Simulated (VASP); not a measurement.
Here is a VASP 6.6.1 calculation.

The input POSCAR:

```
BaTiO3
1.0
    2.8399125271      1.6396242620      2.3316938689
   -2.8399125271      1.6396242620      2.3316938689
    0.0000000000     -3.2792485240      2.3316938688
Ba Ti O
1 1 3
Direct
    0.0012849266      0.0012849266      0.0012849266
    0.5147591811      0.5147591811      0.5147591811
    0.4882121036      0.9786326851      0.4882121036
    0.4882121036      0.4882121036      0.9786326851
    0.9786326851      0.4882121036      0.4882121036
```

File INCAR.step1:

```
ALGO = Normal
EDIFF = 1E-4
ENCUT = 520
GGA = PE
ISMEAR = 0
LASPH = T
LCHARG = F
LREAL = F
LWAVE = T
NBANDS = 28
NELM = 100
PREC = Accurate
SIGMA = 0.02
```

The input INCAR.step2:

```
ALGO = Normal
EDIFF = 1E-7
ENCUT = 520
ISIF = 2
ISMEAR = 0
ISTART = 1
LASPH = T
LCHARG = F
LMIXTAU = T
LREAL = F
LWAVE = F
METAGGA = R2SCAN
NBANDS = 28
NELM = 100
PREC = Accurate
SIGMA = 0.02
```

KPOINTS

```
k-points
0
Gamma
  6 6 6
```

Potentials or basis: VASP PAW PBE potentials, release 64 (Ba_sv, Ti_sv, O).

Launch:

```console
$ cat potpaw_PBE.64/Ba_sv/POTCAR potpaw_PBE.64/Ti_sv/POTCAR potpaw_PBE.64/O/POTCAR > POTCAR
$ cp INCAR.step1 INCAR
$ mpirun -np 1 vasp_std > vasp.out
$ cp INCAR.step2 INCAR
$ mpirun -np 1 vasp_std > vasp.out
```

Question: Predict the pressure.

Answer: 1.9 GPa.

Question: Estimate the band gap on the k mesh.

Answer: 2.85 eV (least direct gap 3.31 eV).

Question: Estimate the largest force.

Answer: 0.175 eV/Å.

Stress tensor (GPa, compression positive):
```
2.01 0.00 0.00
0.00 2.01 0.00
0.00 0.00 1.82
```

Caveat: the PAW data sets were made with another functional, which shifts forces and pressure a little; spin-orbit coupling is left out, which moves the levels of the heavy elements. A k mesh can miss the band edges.
